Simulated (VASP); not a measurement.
Input of a VASP 6.6.1 run:

INCAR

```
PREC = Accurate
ENCUT = 520
EDIFF = 1E-6
ISMEAR = 0
SIGMA = 0.15
LREAL = F
LASPH = T
NELM = 80
ALGO = Fast
ISIF = 2
LWAVE = F
LCHARG = T
GGA = PS
LELF = T
LVHAR = T
NBANDS = 22
```

Contents of KPOINTS:

```
Automatic mesh
0
Gamma
  12 12 10
```

The input POSCAR:

```
Al3Ni2
1.0
    4.1032181344      0.0000000000      0.0000000000
   -2.0516090672      3.5534911417      0.0000000000
    0.0000000000      0.0000000000      5.1024378412
Al Ni
3 2
Direct
    0.0000000000      0.0000000000      0.0000000000
    0.3333333333      0.6666666667      0.6477829059
    0.6666666667      0.3333333333      0.3522170941
    0.3333333333      0.6666666667      0.1455709067
    0.6666666667      0.3333333333      0.8544290933
```

Potentials or basis: VASP PAW PBE potentials, release 64 (Al, Ni).

Run with:

```sh
$ cat potpaw_PBE.64/Al/POTCAR potpaw_PBE.64/Ni/POTCAR > POTCAR
$ mpirun -np 1 vasp_std > vasp.out
```

**Question.** Predict the pressure.

**Answer.** -11.4 GPa.

**Question.** What does it give for the largest force?

**Answer.** 0.161 eV/Å.

**Question.** What does it give for the band gap on the k mesh?

**Answer.** Zero (an odd number of electrons rules out a gap without spin polarisation).

Stress tensor (GPa, compression positive):
```
 -9.87   0.00   0.00
  0.00  -9.87   0.00
  0.00   0.00 -14.31
```

Caveat: the cell differs from its parent crystal (strain +0.025 along x and y, +0.050 along z); the cell stands under tension; the PAW data sets were made with another functional, which shifts forces and pressure a little. Spin polarisation is off, so any magnetic state and its effect on volume and gap are missing.
